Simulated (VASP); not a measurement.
ZnO, 4 atoms in the cell. It takes space group P6_3mc (No. 186, hexagonal). The conventional cell has a = 3.249 Å, b = 3.249 Å, c = 5.206 Å, α = 90.00°, β = 90.00°, γ = 120.00°. Zn (site symmetry 3m) has 4 O at 1.97 to 1.98 Å within 2.6 Å. Within 2.6 Å of O (site symmetry 3m) lie 4 Zn at 1.97 to 1.98 Å. 

- Program: VASP 6.6.1
- Task: single point
- Functional: PBE
- Potentials or basis: VASP PAW PBE potentials, release 64 (Zn, O_h)
- Cutoff: 1340 eV
- k mesh: 9 × 9 × 5
- Occupations: gaussian, width 0.029 eV
- Spin: no spin polarisation
- Dipole correction: no
- Further INCAR settings: ALGO = Normal; EDIFF = 1e-06; NBANDS = 26

Potentials or basis: VASP PAW PBE potentials, release 64 (Zn, O_h).

The run is started by

```bash
$ cat potpaw_PBE.64/Zn/POTCAR potpaw_PBE.64/O_h/POTCAR > POTCAR
$ mpirun -np 1 vasp_std > vasp.out
```

Hardware: 1 thread of Intel(R) Xeon(R) 6975P-C (Granite Rapids), on a shared host.

Task: Estimate the wall time of this run.

Result: Wall time 71 s on 1 thread of Intel(R) Xeon(R) 6975P-C (Granite Rapids) (shared host), peak memory 0.4 GiB. Counts: scf iterations 15, k points 36.
